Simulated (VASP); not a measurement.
# Bi (R-3m) in VASP: a series of runs, part 2 of 3

VASP 6.6.1.

**3. Electric field gradients, PBEsol (zz strain of +1 %)**

File INCAR:

```
SYSTEM = Bi
ALGO = Normal
EDIFF = 1E-8
ENCUT = 520
GGA = PS
ISIF = 2
ISMEAR = -1
LASPH = .True.
LCHARG = .False.
LEFG = .True.
LREAL = .False.
LWAVE = .False.
NBANDS = 22
NELM = 60
PREC = Accurate
SIGMA = 0.03
```

File KPOINTS:

```
k-points
0
Gamma
  10 10 10
  0 0 0
```

File POSCAR:

```
Bi
1.0
    2.2729996784      1.3123169762      3.9935400000
   -2.2729996784      1.3123169762      3.9935400000
    0.0000000000     -2.6246339523      3.9935400000
Bi
2
Direct
    0.2338900000      0.2338900000      0.2338900000
    0.7661100000      0.7661100000      0.7661100000
```

Potentials or basis: VASP PAW PBE potentials, release 64 (Bi_d).

Launch:

```sh
$ cat potpaw_PBE.64/Bi_d/POTCAR > POTCAR
$ mpirun -np 1 vasp_std > vasp.out
```

OUTCAR:

```text
SYSTEM = Bi
   EDIFF = 1E-8
   ENCUT = 520
   GGA = PS
   ISIF = 2
   ISMEAR = -1
   LASPH = .True.
   LREAL = .False.
   NELM = 60
   PREC = Accurate

 ion  position               nearest neighbor table
   1  0.234  0.234  0.234-   2 3.08   2 3.08   2 3.08   2 3.54   2 3.54   2 3.54
   2  0.766  0.766  0.766-   1 3.08   1 3.08   1 3.08   1 3.54   1 3.54   1 3.54

  LATTYP: Found a trigonal (rhomboedric) cell.
 ALAT       =     4.7788141956
 COS(alpha) =     0.5475313915

  Lattice vectors:

 A1 = (   2.2729996784,   1.3123169762,   3.9935400000)
 A2 = (  -2.2729996784,   1.3123169762,   3.9935400000)
 A3 = (   0.0000000000,  -2.6246339523,   3.9935400000)

Analysis of symmetry for initial positions (statically):
=====================================================================
 Subroutine PRICEL returns:
 Original cell was already a primitive cell.

 Routine SETGRP: Setting up the symmetry group for a
[... 788 lines left out ...]
  energy-cutoff  :      520.00
  volume of cell :       71.47
      direct lattice vectors                 reciprocal lattice vectors
     2.272999678  1.312316976  3.993540000     0.219973634  0.127001837  0.083468134
    -2.272999678  1.312316976  3.993540000    -0.219973634  0.127001837  0.083468134
     0.000000000 -2.624633952  3.993540000     0.000000000 -0.254003674  0.083468134

 POSITION                                       TOTAL-FORCE (eV/Angst)
 -----------------------------------------------------------------------------------
      0.00000      0.00000      2.80215         0.000000      0.000000      0.057120
      0.00000      0.00000      9.17847         0.000000     -0.000000     -0.057120
 -----------------------------------------------------------------------------------
    total drift:                                0.000000     -0.000000      0.000000

  FREE ENERGIE OF THE ION-ELECTRON SYSTEM (eV)
  ---------------------------------------------------
  free  energy   TOTEN  =        -8.5978613544 eV

  energy  without entropy=       -8.5972415087  energy(sigma->0) =       -8.59755143

 Electric field gradients (V/A^2)
---------------------------------------------------------------------
 ion       V_xx      V_yy      V_zz      V_xy      V_xz      V_yz
---------------------------------------------------------------------
   1      11.142    11.142   -22.285    -0.000     0.000    -0.000
   2      11.142    11.142   -22.285     0.000    -0.000    -0.000
---------------------------------------------------------------------

 Electric field gradients after diagonalization (V/A^2)
 (convention: |V_zz| > |V_xx| > |V_yy|)
----------------------------------------------------------------------
 ion       V_xx      V_yy      V_zz     asymmetry (V_yy - V_xx)/ V_zz
----------------------------------------------------------------------
   1      11.142    11.142   -22.285       0.000
   2      11.142    11.142   -22.285       0.000
----------------------------------------------------------------------

           NMR quadrupolar parameters

 Cq : quadrupolar parameter    Cq=e*Q*V_zz/h
 eta: asymmetry parameters     (V_yy - V_xx)/ V_zz
 Q  : nuclear electric quadrupole moment in mb (millibarn)
----------------------------------------------------------------------
 ion       Cq(MHz)       eta       Q (mb)
----------------------------------------------------------------------
   1      -0.054       0.000       1.000
   2      -0.054       0.000       1.000
----------------------------------------------------------------------
```

OSZICAR:

```text
N       E                     dE             d eps       ncg     rms          rms(c)
DAV:   1     0.306019305646E+03    0.30602E+03   -0.16214E+04  5104   0.163E+03
DAV:   2     0.175298126879E+02   -0.28849E+03   -0.28150E+03  5188   0.434E+02
DAV:   3    -0.770513544039E+01   -0.25235E+02   -0.24938E+02  6196   0.142E+02
DAV:   4    -0.857914605710E+01   -0.87401E+00   -0.87361E+00  6378   0.293E+01
DAV:   5    -0.861399512287E+01   -0.34849E-01   -0.34848E-01  7240   0.524E+00    0.108E+00
DAV:   6    -0.860251345831E+01    0.11482E-01   -0.20932E-02  6806   0.158E+00    0.630E-01
DAV:   7    -0.859785890452E+01    0.46546E-02   -0.13434E-02  6504   0.131E+00    0.117E-01
DAV:   8    -0.859785078965E+01    0.81149E-05   -0.15418E-03  5956   0.463E-01    0.196E-02
DAV:   9    -0.859786208165E+01   -0.11292E-04   -0.63684E-05  7724   0.599E-02    0.963E-03
DAV:  10    -0.859786126623E+01    0.81542E-06   -0.40390E-06  6016   0.184E-02    0.186E-03
DAV:  11    -0.859786140071E+01   -0.13448E-06   -0.34154E-07  6566   0.473E-03    0.857E-04
DAV:  12    -0.859786132529E+01    0.75424E-07   -0.54287E-08  5206   0.179E-03    0.194E-04
DAV:  13    -0.859786133808E+01   -0.12790E-07   -0.59413E-09  4000   0.700E-04    0.921E-05
DAV:  14    -0.859786135086E+01   -0.12781E-07   -0.15888E-09  3230   0.396E-04    0.352E-05
DAV:  15    -0.859786135444E+01   -0.35802E-08   -0.55227E-10  2960   0.286E-04
   1 F= -.85978614E+01 E0= -.85975514E+01  d E =-.619846E-03
```

stdout:

```text
POSCAR found type information on POSCAR Bi
 POSCAR found :  1 types and       2 ions
 scaLAPACK will be used
 -----------------------------------------------------------------------------
|                                                                             |
|                                                                             |
|     You enforced a specific xc type in the INCAR file but a different       |
|     I HOPE YOU KNOW WHAT YOU ARE DOING!                                     |
|                                                                             |
 -----------------------------------------------------------------------------

 LDA part: xc-table for (Slater+PW92), standard interpolation
 POSCAR, INCAR and KPOINTS ok, starting setup
 FFT: planning ... GRIDC
 FFT: planning ... GRID_SOFT
 FFT: planning ... GRID
 WAVECAR not read
 entering main loop
ion   1

ion   2
```

It took 2 min on 1 thread of AMD EPYC 9R45 (Zen 5), shared host; peak memory 0.26 GiB.

What came out:

```yaml
Free_energy: -8.5979 eV
Pressure: -1.1 GPa
Largest_force: 0.057 eV/Å
Band_gap_on_the_k_mesh: zero (bands 15 and 16 overlap by 0.22 eV)
Largest_electric_field_gradient_by_atom: Bi -22.3 V/Å²
```

Forces in eV/Å, atoms in the order of the input:
```
Bi   0.000  0.000  0.057
Bi   0.000  0.000 -0.057
```

Levels at points of the mesh, in eV from the Fermi level:
| k point | band 11 | band 12 | band 13 | band 14 | band 15 | band 16 | band 17 | band 18 | band 19 | band 20 |
| --- | --- | --- | --- | --- | --- | --- | --- | --- | --- | --- |
| (0.00, 0.00, 0.00) | -12.98 | -7.51 | -1.48 | -1.12 | -1.12 | 2.49 | 2.96 | 2.96 | 5.63 | 5.84 |
| (0.50, 0.00, 0.00) | -11.10 | -10.45 | -1.35 | -1.13 | -0.26 | -0.23 | 0.53 | 1.08 | 7.38 | 8.33 |
| (0.50, 0.50, 0.00) | -11.20 | -9.44 | -4.59 | -2.96 | -2.79 | 2.37 | 4.88 | 5.40 | 6.65 | 9.24 |
| (0.50, 0.50, 0.50) | -11.81 | -9.86 | -0.89 | -0.53 | -0.53 | 0.77 | 0.77 | 0.79 | 6.90 | 9.01 |

Electric field gradients, principal values (V/Å²):
```
atom   least  middle  greatest (by size)
1 Bi  11.142  11.142             -22.285
2 Bi  11.142  11.142             -22.285
```

Caveat: the cell differs from its parent crystal (zz strain of +1 %); without QUAD_EFG the Cq values of the log hold for a quadrupole moment of 1 mb, not for the nuclei; the PAW data sets were made with another functional, which shifts forces and pressure a little; spin-orbit coupling is left out, which moves the levels of the heavy elements.

**4. Electric field gradients, PBEsol (36.09 Å³/atom)**

This run uses another cell than the first one, of 36.09 Å³/atom.

File INCAR:

```
PREC = Accurate ; ENCUT = 520
EDIFF = 1E-8 ; ISMEAR = -1
SIGMA = 0.03 ; LREAL = F
LASPH = T ; NELM = 60
ALGO = Normal ; ISIF = 2
LWAVE = F ; LCHARG = F
GGA = PS ; LEFG = T
NBANDS = 22
```

File KPOINTS:

```
Automatic mesh
0
Gamma
  10 10 10
```

File POSCAR:

```
Bi
1.0
    2.2880530951      1.3210080704      3.9801861936
   -2.2880530951      1.3210080704      3.9801861936
    0.0000000000     -2.6420161407      3.9801861936
Bi
2
Direct
    0.2338900000      0.2338900000      0.2338900000
    0.7661100000      0.7661100000      0.7661100000
```

Potentials or basis: VASP PAW PBE potentials, release 64 (Bi_d).

Launch:

```sh
$ cat potpaw_PBE.64/Bi_d/POTCAR > POTCAR
$ mpirun -np 1 vasp_std > vasp.out
```

OUTCAR:

```text
PREC = Accurate
   ENCUT = 520
   EDIFF = 1E-8
   ISMEAR = -1
   LREAL = F
   LASPH = T
   NELM = 60
   ISIF = 2
   GGA = PS

 ion  position               nearest neighbor table
   1  0.234  0.234  0.234-   2 3.09   2 3.09   2 3.09   2 3.55   2 3.55   2 3.55
   2  0.766  0.766  0.766-   1 3.09   1 3.09   1 3.09   1 3.55   1 3.55   1 3.55

  LATTYP: Found a trigonal (rhomboedric) cell.
 ALAT       =     4.7772514508
 COS(alpha) =     0.5412184017

  Lattice vectors:

 A1 = (   2.2880530951,   1.3210080704,   3.9801861936)
 A2 = (  -2.2880530951,   1.3210080704,   3.9801861936)
 A3 = (   0.0000000000,  -2.6420161407,   3.9801861936)

Analysis of symmetry for initial positions (statically):
=====================================================================
 Subroutine PRICEL returns:
 Original cell was already a primitive cell.

 Routine SETGRP: Setting up the symmetry group for a
 trigonal (rhombohedral) supercell.

[... 787 lines left out ...]
  volume of cell :       72.18
      direct lattice vectors                 reciprocal lattice vectors
     2.288053095  1.321008070  3.980186194     0.218526397  0.126166274  0.083748176
    -2.288053095  1.321008070  3.980186194    -0.218526397  0.126166274  0.083748176
     0.000000000 -2.642016141  3.980186194     0.000000000 -0.252332549  0.083748176

 POSITION                                       TOTAL-FORCE (eV/Angst)
 -----------------------------------------------------------------------------------
      0.00000      0.00000      2.79278         0.000000      0.000000      0.030317
      0.00000      0.00000      9.14778         0.000000     -0.000000     -0.030317
 -----------------------------------------------------------------------------------
    total drift:                                0.000000     -0.000000      0.000000

  FREE ENERGIE OF THE ION-ELECTRON SYSTEM (eV)
  ---------------------------------------------------
  free  energy   TOTEN  =        -8.5921281967 eV

  energy  without entropy=       -8.5915504837  energy(sigma->0) =       -8.59183934

 Electric field gradients (V/A^2)
---------------------------------------------------------------------
 ion       V_xx      V_yy      V_zz      V_xy      V_xz      V_yz
---------------------------------------------------------------------
   1      14.168    14.168   -28.337    -0.000    -0.000    -0.000
   2      14.168    14.168   -28.337    -0.000    -0.000    -0.000
---------------------------------------------------------------------

 Electric field gradients after diagonalization (V/A^2)
 (convention: |V_zz| > |V_xx| > |V_yy|)
----------------------------------------------------------------------
 ion       V_xx      V_yy      V_zz     asymmetry (V_yy - V_xx)/ V_zz
----------------------------------------------------------------------
   1      14.168    14.168   -28.337       0.000
   2      14.168    14.168   -28.337       0.000
----------------------------------------------------------------------

           NMR quadrupolar parameters

 Cq : quadrupolar parameter    Cq=e*Q*V_zz/h
 eta: asymmetry parameters     (V_yy - V_xx)/ V_zz
 Q  : nuclear electric quadrupole moment in mb (millibarn)
----------------------------------------------------------------------
 ion       Cq(MHz)       eta       Q (mb)
----------------------------------------------------------------------
   1      -0.069       0.000       1.000
   2      -0.069       0.000       1.000
----------------------------------------------------------------------
```

stdout:

```text
POSCAR found type information on POSCAR Bi
 POSCAR found :  1 types and       2 ions
 scaLAPACK will be used
 -----------------------------------------------------------------------------
|                                                                             |
|                                                                             |
|     You enforced a specific xc type in the INCAR file but a different       |
|     I HOPE YOU KNOW WHAT YOU ARE DOING!                                     |
|                                                                             |
 -----------------------------------------------------------------------------

 LDA part: xc-table for (Slater+PW92), standard interpolation
 POSCAR, INCAR and KPOINTS ok, starting setup
 FFT: planning ... GRIDC
 FFT: planning ... GRID_SOFT
 FFT: planning ... GRID
 WAVECAR not read
 entering main loop
ion   1

ion   2
```

It took 1.8 min on 1 thread of AMD EPYC 9R45 (Zen 5), shared host; peak memory 0.26 GiB.

Results:

```yaml
Free_energy: -8.5921 eV
Pressure: -1.6 GPa
Largest_force: 0.030 eV/Å
Band_gap_on_the_k_mesh: zero (bands 15 and 16 overlap by 0.21 eV)
Largest_electric_field_gradient_by_atom: Bi -28.3 V/Å²
```

Forces in eV/Å, atoms in the order of the input:
```
Bi   0.000  0.000  0.030
Bi   0.000  0.000 -0.030
```

Stress tensor (GPa, compression positive):
```
-1.66  0.00  0.00
 0.00 -1.66  0.00
 0.00  0.00 -1.45
```

Electric field gradients, principal values (V/Å²):
| atom | least | middle | greatest (by size) |
| --- | --- | --- | --- |
| 1 Bi | 14.168 | 14.168 | -28.337 |
| 2 Bi | 14.168 | 14.168 | -28.337 |

Caveat: without QUAD_EFG the Cq values of the log hold for a quadrupole moment of 1 mb, not for the nuclei; the PAW data sets were made with another functional, which shifts forces and pressure a little; spin-orbit coupling is left out, which moves the levels of the heavy elements.

(Part 2 of 3 ends here.)
